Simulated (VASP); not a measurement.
# Pd in VASP: relaxation of the atoms with PBE

Aim: the relaxation of the atoms of Pd with PBE.

All numbers are computed with VASP 6.6.1; they aren't measurements. Logs are shortened: lines on timing, memory, paths and dates and some standing lists are left out, and cuts for length are marked.

## 1. The cell of the first run

The cell holds a slab with vacuum, 3 atoms: a = 2.789 Å, b = 2.789 Å, c = 19.944 Å, α = 90.00°, β = 90.00°, γ = 90.00°.

## 2. Relaxation of the atoms, PBE

File INCAR:

```
SYSTEM = Pd
ALGO     = Normal         ! electronic algorithm
DIPOL    = 0.5 0.5 0.500
EDIFF    = 1E-6           ! SCF threshold, eV
EDIFFG   = -0.01          ! ionic threshold
ENCUT    = 520            ! plane-wave cutoff, eV
GGA      = PE             ! functional
IBRION   = 2              ! ionic algorithm
IDIPOL   = 3            
ISIF     = 2              ! what is computed and relaxed
ISMEAR   = -1             ! smearing method
LASPH    = .TRUE.         ! aspherical terms in the spheres
LCHARG   = .FALSE.        ! write CHGCAR
LDIPOL   = .TRUE.       
LREAL    = .FALSE.        ! projectors in reciprocal space
LWAVE    = .FALSE.        ! write WAVECAR
NELM     = 60             ! most SCF steps
NSW      = 60             ! ionic steps
PREC     = Accurate       ! precision mode
SIGMA    = 0.05           ! smearing width, eV
```

File KPOINTS:

```
k-points
0
G
  12 12 1
  0 0 0
```

File POSCAR:

```
Pd
1.0
    2.7888697454      0.0000000000      0.0000000000
    0.0000000000      2.7888697454      0.0000000000
    0.0000000000      0.0000000000     19.9441000000
Pd
3
Direct
    0.0000000000      0.0000000000      0.4011222011
    0.5000000000      0.5000000000      0.5000000000
    0.0000000000      0.0000000000      0.5988777989
```

Potentials or basis: VASP PAW PBE potentials, release 64 (Pd).

On the command line:

```
$ cat potpaw_PBE.64/Pd/POTCAR > POTCAR
$ mpirun -np 1 vasp_std > vasp.out
```

OUTCAR:

```text
SYSTEM = Pd
   EDIFF = 1E-6
   EDIFFG = -0.01
   ENCUT = 520
   GGA = PE
   IBRION = 2
   ISIF = 2
   ISMEAR = -1
   LASPH = .TRUE.
   LREAL = .FALSE.
   NELM = 60
   NSW = 60
   PREC = Accurate

 ion  position               nearest neighbor table
   1  0.000  0.000  0.401-   2 2.79   2 2.79   2 2.79   2 2.79
   2  0.500  0.500  0.500-   1 2.79   3 2.79   1 2.79   3 2.79   1 2.79   3 2.79   1 2.79   3 2.79

   3  0.000  0.000  0.599-   2 2.79   2 2.79   2 2.79   2 2.79

  LATTYP: Found a simple tetragonal cell.
 ALAT       =     2.7888697454
 C/A-ratio  =     7.1513200044

  Lattice vectors:

 A1 = (   2.7888697454,   0.0000000000,   0.0000000000)
 A2 = (   0.0000000000,   2.7888697454,   0.0000000000)
 A3 = (   0.0000000000,   0.0000000000,  19.9441000000)

Analysis of symmetry for initial positions (statically):
=====================================================================
 Subroutine PRICEL returns:
 Original cell was already a primitive cell.

 Routine SETGRP: Setting up the symmetry group for a
 simple tetragonal supercell.

 Subroutine GETGRP returns: Found 16 space group operations
 (whereof 16 operations were pure point group operations)
 out of a pool of 16 trial point group operations.

The static configuration has the point symmetry D_4h.

Analysis of symmetry for dynamics (positions and initial velocities):
=====================================================================
 Subroutine PRICEL returns:
 Original cell was already a primitive cell.

 Routine SETGRP: Setting up the symmetry group for a
 simple tetragonal supercell.

 Subroutine GETGRP returns: Found 16 space group operations
 (whereof 16 operations were pure point group operations)
 out of a pool of 16 trial point group operations.

The dynamic configuration has the point symmetry D_4h.

 Subroutine INISYM returns: Found 16 space group operations
 (whereof 16 operations are pure point group operations),
 and found     1 'primitive' translations
[... 124 lines left out ...]
   AEXX    =    0.0000 exact exchange contribution
   IVDW    =     0    specifies the selected vdW correction
   LEPSILON=     F    determine dielectric tensor
   LRPA    =     F    only Hartree local field effects (RPA)
 conjugate gradient relaxation of ions
 non-spin polarized calculation
  energy-cutoff  :      520.00
  volume of cell :      155.12
 maximum number of plane-waves:      4224
 NGX is ok and might be reduce to    24
   NGX = 11   NGY = 11   NGZ = 75

--------------------------------------- Ionic step        1  -------------------------------------------

 number of electron      30.0000009 magnetization

 Free energy of the ion-electron system (eV)
  ---------------------------------------------------
  ext. energy  EPLUGINS =         0.00000000
  ---------------------------------------------------
  free energy    TOTEN  =       -14.18766150 eV

  energy without entropy =      -14.12420019  energy(sigma->0) =      -14.15593084

------------------------ aborting loop because EDIFF is reached ----------------------------------------

  FORCE on cell =-STRESS in cart. coord.  units (eV):
  Direction    XX          YY          ZZ          XY          YZ          ZX
  --------------------------------------------------------------------------------------
  -------------------------------------------------------------------------------------
  Total       -2.4982222     -2.4982222     -0.7223523      0.0000000     -0.0000000      0.0000000
  in kB      -25.8030322    -25.8030322     -7.4608572      0.0000000     -0.0000000      0.0000000
  external PRESSURE =     -19.6889739 kB  Pullay stress =       0.0000000 kB
[... 24 lines left out ...]
--------------------------------------- Ionic step        2  -------------------------------------------

 number of electron      30.0000011 magnetization

 dipolmoment           0.000000      0.000000      0.000000 electrons x Angstroem

------------------------ aborting loop because EDIFF is reached ----------------------------------------

  FORCE on cell =-STRESS in cart. coord.  units (eV):
  Direction    XX          YY          ZZ          XY          YZ          ZX
  --------------------------------------------------------------------------------------
  -------------------------------------------------------------------------------------
  Total       -2.3826274     -2.3826274     -0.5621205      0.0000000      0.0000000      0.0000000
  in kB      -24.6091042    -24.6091042     -5.8058942      0.0000000      0.0000000      0.0000000
  external PRESSURE =     -18.3413676 kB  Pullay stress =       0.0000000 kB
[... 98 lines left out ...]
--------------------------------------- Ionic step        5  -------------------------------------------

 number of electron      30.0000003 magnetization

 dipolmoment           0.000000      0.000000     -0.000000 electrons x Angstroem

 Free energy of the ion-electron system (eV)
  ---------------------------------------------------
  ext. energy  EPLUGINS =         0.00000000
  ---------------------------------------------------
  free energy    TOTEN  =       -14.19429574 eV

  energy without entropy =      -14.13128434  energy(sigma->0) =      -14.16279004

 E-fermi :  -0.8624     XC(G=0):  -4.7498

 val. band max:       -0.8627846950   @ k =   0.1667   0.1667   0.0000
 cond. band min:      -0.8538035773   @ k =   0.5000   0.1667   0.0000
 fundamental gap:      0.0089811177
 Fermi energy:        -0.8624304290

 k-point     1 :       0.0000    0.0000    0.0000
  band No.  band energies     occupation
      1      -6.7704      2.00000
      2      -5.4179      2.00000
      3      -5.2976      2.00000
      4      -5.0257      2.00000
      5      -4.3849      2.00000
      6      -3.6414      2.00000
[... 505 lines left out ...]
      6      -3.6364      2.00000
[... 11 lines left out ...]
     18       5.0914      0.00000
     19       6.2570      0.00000

 [... further k-points ...]

------------------------ aborting loop because EDIFF is reached ----------------------------------------

 vacuum level on the upper side and lower side of the slab       (xc-potential included)        -0.019        -0.019

  FORCE on cell =-STRESS in cart. coord.  units (eV):
  Direction    XX          YY          ZZ          XY          YZ          ZX
  --------------------------------------------------------------------------------------
  -------------------------------------------------------------------------------------
  Total       -1.9894001     -1.9894001     -0.0337797      0.0000000      0.0000000      0.0000000
  in kB      -20.5476339    -20.5476339     -0.3488952      0.0000000      0.0000000      0.0000000
  external PRESSURE =     -13.8147210 kB  Pullay stress =       0.0000000 kB
[... 18 lines left out ...]
  FREE ENERGIE OF THE ION-ELECTRON SYSTEM (eV)
  ---------------------------------------------------
  free  energy   TOTEN  =       -14.1942957418 eV

  energy  without entropy=      -14.1312843369  energy(sigma->0) =      -14.16279004

 reached required accuracy - stopping structural energy minimisation

 vacuum level on the upper side and lower side of the slab         4.129         4.129
```

OSZICAR:

```text
N       E                     dE             d eps       ncg     rms          rms(c)
DAV:   1     0.185781759184E+03    0.18578E+03   -0.12883E+04  1064   0.130E+03
DAV:   2    -0.641762608112E+01   -0.19220E+03   -0.18189E+03  1419   0.264E+02
DAV:   3    -0.145888371315E+02   -0.81712E+01   -0.75671E+01  1275   0.551E+01
[... 60 lines left out ...]
DAV:   5    -0.141943688604E+02    0.11751E-03   -0.19802E-03  1121   0.314E-01    0.575E-02
DAV:   6    -0.141943048340E+02    0.64026E-04   -0.26213E-04  1080   0.162E-01    0.246E-02
DAV:   7    -0.141942976296E+02    0.72044E-05   -0.23115E-05  1124   0.329E-02    0.151E-02
DAV:   8    -0.141942952822E+02    0.23474E-05   -0.10332E-05  1088   0.261E-02    0.248E-03
DAV:   9    -0.141942957418E+02   -0.45956E-06   -0.61522E-07   634   0.684E-03
   5 F= -.14194296E+02 E0= -.14162790E+02  d E =-.663425E-02
```

Run time: 6.5 min. Hardware: 1 thread of Intel Xeon 8259CL, shared host; peak memory 0.32 GiB.

What came out:

- Free energy: -14.1943 eV
- Energy gained by relaxing: 2.2 meV/atom
- Ionic steps: 5
- Largest force after relaxing: 0.004 eV/Å
- Band gap on the k mesh: zero (bands 15 and 16 overlap by 0.71 eV)

Forces in eV/Å, atoms in the order of the input:
```
Pd   0.000  0.000  0.004
Pd   0.000  0.000  0.000
Pd   0.000  0.000 -0.004
```

The path:
```
step  energy change (eV)  largest force (eV/Å)  pressure (GPa)
   1              0.0000                0.1776           -1.97
   2             -0.0027                0.1362           -1.83
   3             -0.0062                0.0457           -1.54
   4             -0.0028                0.1435           -0.89
   5             -0.0066                0.0044           -1.38
```

Final structure:
```
Pd
1.0
     2.78887    0.00000    0.00000
     0.00000    2.78887    0.00000
     0.00000    0.00000   19.94410
Pd
3
Direct
  0.00000 0.00000 0.40293
  0.50000 0.50000 0.50000
  0.00000 0.00000 0.59707
```
